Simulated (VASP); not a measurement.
# BI (P6/mmm) in VASP: a series of runs

Runs on BI. Level: PBE. Tasks: single point, relaxation of cell and atoms.

All numbers are computed with VASP 6.6.1; they aren't measurements. Logs are shortened: lines on timing, memory, paths and dates and some standing lists are left out, and cuts for length are marked.

### Step 1. The cell of the first run

Symmetry: P6/mmm, No. 191, hexagonal system. Conventional cell: a = 6.203 Å, b = 6.203 Å, c = 4.031 Å, α = 90.00°, β = 90.00°, γ = 120.00°. Within 3.6 Å of B (site symmetry mmm) lie 6 I at 2.70 to 3.10 Å and 4 B at 3.10 Å. Within 4.1 Å of I (site symmetry 6/mmm) lie 6 B at 3.10 Å and 2 I at 4.03 Å. I (site symmetry -6m2) has 6 B at 2.70 Å and 3 I at 3.58 Å within 3.6 Å.

### Step 2. Single point, PBE

Contents of INCAR:

```
SYSTEM = BI
PREC = Accurate
ENCUT = 520
EDIFF = 1E-7
ISMEAR = 0
SIGMA = 0.1
LREAL = .False.
LASPH = .True.
NELM = 60
ALGO = Normal
ISIF = 2
LWAVE = .False.
LCHARG = .False.
GGA = PE
NBANDS = 24
```

Contents of KPOINTS:

```
Automatic mesh
0
Gamma
  6 6 8
  0 0 0
```

Contents of POSCAR:

```
BI
1.0
    6.2029401665      0.0000000000      0.0000000000
   -3.1014700832      5.3719037624      0.0000000000
    0.0000000000      0.0000000000      4.0306366270
B I
3 3
Direct
    0.5000000000      0.0000000000      0.0000000000
    0.5000000000      0.5000000000      0.0000000000
    0.0000000000      0.5000000000      0.0000000000
    0.0000000000      0.0000000000      0.0000000000
    0.3333333333      0.6666666667      0.5000000000
    0.6666666667      0.3333333333      0.5000000000
```

Potentials or basis: VASP PAW PBE potentials, release 64 (B, I).

Run with:

```bash
> cat potpaw_PBE.64/B/POTCAR potpaw_PBE.64/I/POTCAR > POTCAR
> mpirun -np 1 vasp_std > vasp.out
```

OUTCAR:

```text
SYSTEM = BI
   PREC = Accurate
   ENCUT = 520
   EDIFF = 1E-7
   ISMEAR = 0
   LREAL = .False.
   LASPH = .True.
   NELM = 60
   ISIF = 2
   GGA = PE

 ion  position               nearest neighbor table
   1  0.500  0.000  0.000-   5 2.70   6 2.70   5 2.70   6 2.70
   2  0.500  0.500  0.000-   5 2.70   6 2.70   5 2.70   6 2.70
   3  0.000  0.500  0.000-   5 2.70   6 2.70   5 2.70   6 2.70
   4  0.000  0.000  0.000-
   5  0.333  0.667  0.500-   3 2.70   3 2.70   1 2.70   1 2.70   2 2.70   2 2.70
   6  0.667  0.333  0.500-   3 2.70   3 2.70   1 2.70   1 2.70   2 2.70   2 2.70

  LATTYP: Found a hexagonal cell.
 ALAT       =     6.2029401665
 C/A-ratio  =     0.6497945359

  Lattice vectors:

 A1 = (   6.2029401665,   0.0000000000,   0.0000000000)
 A2 = (  -3.1014700832,   5.3719037624,   0.0000000000)
 A3 = (   0.0000000000,   0.0000000000,   4.0306366270)

Analysis of symmetry for initial positions (statically):
=====================================================================
 Subroutine PRICEL returns:
 Original cell was already a primitive cell.

 Routine SETGRP: Setting up the symmetry group for a
 hexagonal supercell.

 Subroutine GETGRP returns: Found 24 space group operations
 (whereof 24 operations were pure point group operations)
 out of a pool of 24 trial point group operations.

The static configuration has the point symmetry D_6h.

Analysis of symmetry for dynamics (positions and initial velocities):
=====================================================================
 Subroutine PRICEL returns:
 Original cell was already a primitive cell.

 Routine SETGRP: Setting up the symmetry group for a
 hexagonal supercell.

 Subroutine GETGRP returns: Found 24 space group operations
 (whereof 24 operations were pure point group operations)
 out of a pool of 24 trial point group operations.

The dynamic configuration has the point symmetry D_6h.

 Subroutine INISYM returns: Found 24 space group operations
 (whereof 24 operations are pure point group operations),
 and found     1 'primitive' translations

----------------------------------------------------------------------------------------

                                     Primitive cell

  volume of cell :     134.3073

  direct lattice vectors                    reciprocal lattice vectors
     6.202940167  0.000000000  0.000000000     0.161213872  0.093076872  0.000000000
    -3.101470083  5.371903762  0.000000000     0.000000000  0.186153744  0.000000000
     0.000000000  0.000000000  4.030636627     0.000000000  0.000000000  0.248099765

  length of vectors
     6.202940167  6.202940167  4.030636627     0.186153744  0.186153744  0.248099765

  position of ions in fractional coordinates (direct lattice)
     0.500000000  0.000000000  0.000000000
     0.500000000  0.500000000  0.000000000
     0.000000000  0.500000000  0.000000000
     0.000000000  0.000000000  0.000000000
     0.333333333  0.666666667  0.500000000
     0.666666667  0.333333333  0.500000000

  ion indices of the primitive-cell ions
   primitive index   ion index
                 1           1
                 2           2
                 3           3
                 4           4
                 5           5
                 6           6

----------------------------------------------------------------------------------------

 KPOINTS: Automatic mesh

Automatic generation of k-mesh.
 Grid dimensions read from file:
 generate k-points for:    6    6    8

 Generating k-lattice:

  Cartesian coordinates                     Fractional coordinates (reciprocal lattice)
     0.026868979  0.015512812  0.000000000     0.166666667  0.000000000  0.000000000
     0.000000000  0.031025624  0.000000000     0.000000000  0.166666667  0.000000000
     0.000000000  0.000000000  0.031012471     0.000000000  0.000000000  0.125000000

  Length of vectors
     0.031025624  0.031025624  0.031012471

  Shift w.r.t. Gamma in fractional coordinates (k-lattice)
     0.000000000  0.000000000  0.000000000

 Subroutine IBZKPT returns following result:
 ===========================================

 Found     35 irreducible k-points:

 Following reciprocal coordinates:
            Coordinates               Weight
  0.000000  0.000000  0.000000      1.000000
  0.166667  0.000000  0.000000      6.000000
  0.333333  0.000000  0.000000      6.000000
  0.500000  0.000000  0.000000      3.000000
  0.166667  0.166667  0.000000      6.000000
  0.333333  0.166667  0.000000     12.000000
[... 16 lines left out ...]
  0.166667  0.000000  0.375000     12.000000
  0.333333  0.000000  0.375000     12.000000
 [... further k-points ...]
   k-points           NKPTS =     35   k-points in BZ     NKDIM =     35   number of bands    NBANDS=     24
   number of dos      NEDOS =    301   number of ions     NIONS =      6
   total plane-waves  NPLWV =  69120
   dimension x,y,z NGX =    48 NGY =   48 NGZ =   30
   dimension x,y,z NGXF=    96 NGYF=   96 NGZF=   60
   ions per type =               3   3
   NGX,Y,Z   is equivalent  to a cutoff of  12.86, 12.86, 12.37 a.u.
   NGXF,Y,Z  is equivalent  to a cutoff of  25.73, 25.73, 24.75 a.u.
 SYSTEM =  BI
   PREC   = accura    normal or accurate (medium, high low for compatibility)
   ISTART =      0    job   : 0-new  1-cont  2-samecut
   ICHARG =      2    charge: 1-file 2-atom 10-const
   ISPIN  =      1    spin polarized calculation?
   LNONCOLLINEAR =      F non collinear calculations
   LSORBIT =      F    spin-orbit coupling
   LASPH  =      T    aspherical Exc in radial PAW
   ENCUT  =  520.0 eV  38.22 Ry    6.18 a.u.  11.53 11.53  7.49*2*pi/ulx,y,z
   NELM   =     60;   NELMIN=  2; NELMDL= -5     # of ELM steps
   EDIFF  = 0.1E-06   stopping-criterion for ELM
   LREAL  =      F    real-space projection
   EDIFFG = 0.1E-05   stopping-criterion for IOM
   NSW    =      0    number of steps for IOM
   IBRION =     -1    ionic relax: 0-MD 1-quasi-New 2-CG
   NFREE  =      0    steps in history (QN), initial steepest desc. (CG)
   ISIF   =      2    stress and relaxation
   ISYM   =      2    0-nonsym 1-usesym 2-fastsym
   POTIM  = 0.5000    time-step for ionic-motion
   TEBEG  =    0.0;   TEEND  =   0.0 temperature during run
   PSTRESS=    0.0 pullay stress
   NELECT =      30.0000    total number of electrons
   NUPDOWN=      -1.0000    fix difference up-down
   EMIN   =  10.00;   EMAX   =-10.00  energy-range for DOS
   EFERMI =   0.00;   METHOD = LEGACY
   ISMEAR =     0;   SIGMA  =   0.10  broadening in eV -4-tet -1-fermi 0-gaus
   EFERMI_NEDOS =   21; number of points for ismear=-14 and -15
   IALGO  =     38    algorithm
   IMIX   =      4    mixing-type and parameters
     AMIX     =   0.40;   BMIX     =  1.00
     AMIX_MAG =   1.60;   BMIX_MAG =  1.00
  volume/ion in A,a.u.               =      22.38       151.06
  Fermi-wavevector in a.u.,A,eV,Ry     =   0.993304  1.877072 13.424221  0.986652
  Thomas-Fermi vector in A             =   2.125176
   LORBIT       =      0    0 simple, 1 ext, 2 COOP (PROOUT), +10 PAW based schemes
   GGA     = PE    functional components
   LHFCALC =     F    Hartree Fock is set to
   AEXX    =    0.0000 exact exchange contribution
   IVDW    =     0    specifies the selected vdW correction
   LEPSILON=     F    determine dielectric tensor
   LRPA    =     F    only Hartree local field effects (RPA)
 non-spin polarized calculation
 Gauss-broadening in eV      SIGMA  =   0.10
  energy-cutoff  :      520.00
  volume of cell :      134.31
 maximum number of plane-waves:      3663
 NGX is ok and might be reduce to    48
   NGX = 23   NGY = 23   NGZ = 15

 number of electron      30.0000002 magnetization

 Free energy of the ion-electron system (eV)
  ---------------------------------------------------
  ext. energy  EPLUGINS =         0.00000000
  ---------------------------------------------------
  free energy    TOTEN  =       -14.26767324 eV

  energy without entropy =      -14.25593581  energy(sigma->0) =      -14.26180452

 E-fermi :   5.6178     XC(G=0):  -9.5335

 val. band max:        5.5891457581   @ k =   0.1667   0.1667   0.1250
 cond. band min:       5.6542878423   @ k =   0.5000   0.0000   0.5000
 fundamental gap:      0.0651420842
 Fermi energy:         5.6178347285

 k-point     1 :       0.0000    0.0000    0.0000
  band No.  band energies     occupation
      1      -9.5103      2.00000
      2      -8.0947      2.00000
      3      -7.0457      2.00000
      4      -1.7844      2.00000
      5      -1.7844      2.00000
      6       0.4711      2.00000
[... 16 lines left out ...]
     23       9.1355      0.00000
     24       9.7493      0.00000

 k-point     2 :       0.1667    0.0000    0.0000
  band No.  band energies     occupation
      1      -9.4345      2.00000
      2      -8.1962      2.00000
      3      -7.0866      2.00000
      4      -1.8959      2.00000
      5      -1.6935      2.00000
      6       0.6333      2.00000
[... 16 lines left out ...]
     23       9.1915      0.00000
     24      10.1833      0.00000

 k-point     3 :       0.3333    0.0000    0.0000
  band No.  band energies     occupation
      1      -9.2304      2.00000
      2      -8.4465      2.00000
      3      -7.1755      2.00000
      4      -2.0755      2.00000
      5      -1.3103      2.00000
      6       0.3077      2.00000
[... 16 lines left out ...]
     23       9.3570      0.00000
     24      10.0146      0.00000

 k-point     4 :       0.5000    0.0000    0.0000
  band No.  band energies     occupation
      1      -9.0498      2.00000
      2      -8.6484      2.00000
      3      -7.2220      2.00000
      4      -2.1511      2.00000
      5      -0.7921      2.00000
      6      -0.3232      2.00000
[... 16 lines left out ...]
     23       9.3049      0.00000
     24       9.4529      0.00000

 k-point     5 :       0.1667    0.1667    0.0000
  band No.  band energies     occupation
      1      -9.2928      2.00000
      2      -8.3701      2.00000
      3      -7.1577      2.00000
      4      -1.9406      2.00000
      5      -1.5513      2.00000
      6       0.4907      2.00000
[... 16 lines left out ...]
     23       9.3324      0.00000
     24      10.2783      0.00000

 k-point     6 :       0.3333    0.1667    0.0000
  band No.  band energies     occupation
      1      -9.0626      2.00000
      2      -8.6249      2.00000
      3      -7.2406      2.00000
      4      -1.9666      2.00000
      5      -1.1182      2.00000
      6      -0.2364      2.00000
[... 16 lines left out ...]
     23       9.3188      0.00000
     24       9.5048      0.00000
[... 379 lines left out ...]
 k-point    21 :       0.3333    0.3333    0.2500
  band No.  band energies     occupation
      1      -8.5773      2.00000
      2      -8.5773      2.00000
      3      -7.1524      2.00000
      4      -1.8282      2.00000
      5      -1.8282      2.00000
      6      -1.3278      2.00000
[... 16 lines left out ...]
     23      10.1969      0.00000
     24      10.1969      0.00000

 k-point    22 :       0.0000    0.0000    0.3750
  band No.  band energies     occupation
      1      -8.9249      2.00000
      2      -7.6770      2.00000
      3      -7.0760      2.00000
      4      -2.9882      2.00000
      5      -0.6732      2.00000
      6      -0.6732      2.00000
[... 16 lines left out ...]
     23       9.6819      0.00000
     24      10.3497      0.00000

 k-point    23 :       0.1667    0.0000    0.3750
  band No.  band energies     occupation
      1      -8.8614      2.00000
      2      -7.7676      2.00000
      3      -7.0676      2.00000
      4      -3.0003      2.00000
      5      -1.1967      2.00000
      6      -0.7770      2.00000
[... 16 lines left out ...]
     23       9.5356      0.00000
     24      10.4569      0.00000

 k-point    24 :       0.3333    0.0000    0.3750
  band No.  band energies     occupation
      1      -8.6918      2.00000
      2      -7.9889      2.00000
      3      -7.0521      2.00000
      4      -2.9960      2.00000
      5      -1.7686      2.00000
      6      -0.9460      2.00000
[... 16 lines left out ...]
     23       9.6713      0.00000
     24      10.5012      0.00000

 [... further k-points ...]

------------------------ aborting loop because EDIFF is reached ----------------------------------------

  FORCE on cell =-STRESS in cart. coord.  units (eV):
  Direction    XX          YY          ZZ          XY          YZ          ZX
  --------------------------------------------------------------------------------------
  -------------------------------------------------------------------------------------
  Total       -0.0207521     -0.0207521     -0.0416529     -0.0000000     -0.0000000      0.0000000
  in kB       -0.2475563     -0.2475563     -0.4968858     -0.0000000     -0.0000000      0.0000000
  external PRESSURE =      -0.3306661 kB  Pullay stress =       0.0000000 kB

 VOLUME and BASIS-vectors are now :
 -----------------------------------------------------------------------------
  energy-cutoff  :      520.00
  volume of cell :      134.31
      direct lattice vectors                 reciprocal lattice vectors
     6.202940167  0.000000000  0.000000000     0.161213872  0.093076872  0.000000000
    -3.101470083  5.371903762  0.000000000     0.000000000  0.186153744  0.000000000
     0.000000000  0.000000000  4.030636627     0.000000000  0.000000000  0.248099765

 POSITION                                       TOTAL-FORCE (eV/Angst)
 -----------------------------------------------------------------------------------
      3.10147      0.00000      0.00000        -0.000000      0.000000      0.000000
      1.55074      2.68595      0.00000        -0.000000      0.000000      0.000000
     -1.55074      2.68595      0.00000        -0.000000      0.000000      0.000000
      0.00000      0.00000      0.00000        -0.000000      0.000000      0.000000
     -0.00000      3.58127      2.01532        -0.000000      0.000000      0.000000
      3.10147      1.79063      2.01532         0.000000     -0.000000      0.000000
 -----------------------------------------------------------------------------------
    total drift:                               -0.000000      0.000000     -0.000000

  FREE ENERGIE OF THE ION-ELECTRON SYSTEM (eV)
  ---------------------------------------------------
  free  energy   TOTEN  =       -14.2676732364 eV

  energy  without entropy=      -14.2559358090  energy(sigma->0) =      -14.26180452
```

It took 91 s on 1 thread of Intel Xeon Platinum 8259CL at 2.50GHz (Skylake/Cascade Lake), shared host; peak memory 0.28 GiB.

What came out:

```
Free energy            : -14.2677 eV
Pressure               : 0.0 GPa
Band gap on the k mesh : zero (band 15 reaches 7.01 eV, above the bottom of band 16 at 5.43 eV)
```

Caveat: spin-orbit coupling is left out, which moves the levels of the heavy elements.

(Continued in part 2 of 2.)
